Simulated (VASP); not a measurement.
A run of VASP 6.6.1 is set up as follows.

INCAR

```
SYSTEM = B5Pt
PREC = Accurate
ENCUT = 600
EDIFF = 1E-6
ISMEAR = 0
SIGMA = 0.1
LREAL = .FALSE.
LASPH = .TRUE.
NELM = 80
ALGO = Normal
ISIF = 3
LWAVE = .FALSE.
LCHARG = .FALSE.
GGA = PE
IBRION = 2
NSW = 100
EDIFFG = -0.01
```

File KPOINTS:

```
Automatic mesh
0
G
  10 10 10
  0 0 0
```

POSCAR

```
B5Pt
1.0
    0.0000000000      3.4837131655      3.4837131655
    3.4837131655      0.0000000000      3.4837131655
    3.4837131655      3.4837131655      0.0000000000
B Pt
5 1
Direct
    0.9143525106      0.2569424682      0.9143525106
    0.9143525106      0.9143525106      0.9143525106
    0.2569424682      0.9143525106      0.9143525106
    0.9143525106      0.9143525106      0.2569424682
    0.5000000000      0.5000000000      0.5000000000
    0.7500000000      0.7500000000      0.7500000000
```

Potentials or basis: VASP PAW PBE potentials, release 64 (B, Pt).

Command:

```sh
$ cat potpaw_PBE.64/B/POTCAR potpaw_PBE.64/Pt/POTCAR > POTCAR
$ mpirun -np 1 vasp_std > vasp.out
```

Predict the band gap on the k mesh.

zero (an odd number of electrons rules out a gap without spin polarisation).

Final structure:
```yaml
crystal:
  lattice:
    - [0.00000, 3.48371, 3.48371]
    - [3.48371, 0.00000, 3.48371]
    - [3.48371, 3.48371, 0.00000]
  atoms:
    - { symbol: B, position: [0.91435, 0.25694, 0.91435] }
    - { symbol: B, position: [0.91435, 0.91435, 0.91435] }
    - { symbol: B, position: [0.25694, 0.91435, 0.91435] }
    - { symbol: B, position: [0.91435, 0.91435, 0.25694] }
    - { symbol: B, position: [0.50000, 0.50000, 0.50000] }
    - { symbol: Pt, position: [0.75000, 0.75000, 0.75000] }
```

Caveat: the relaxation stopped at its first step, so nothing moved; spin-orbit coupling is left out, which moves the levels of the heavy elements.
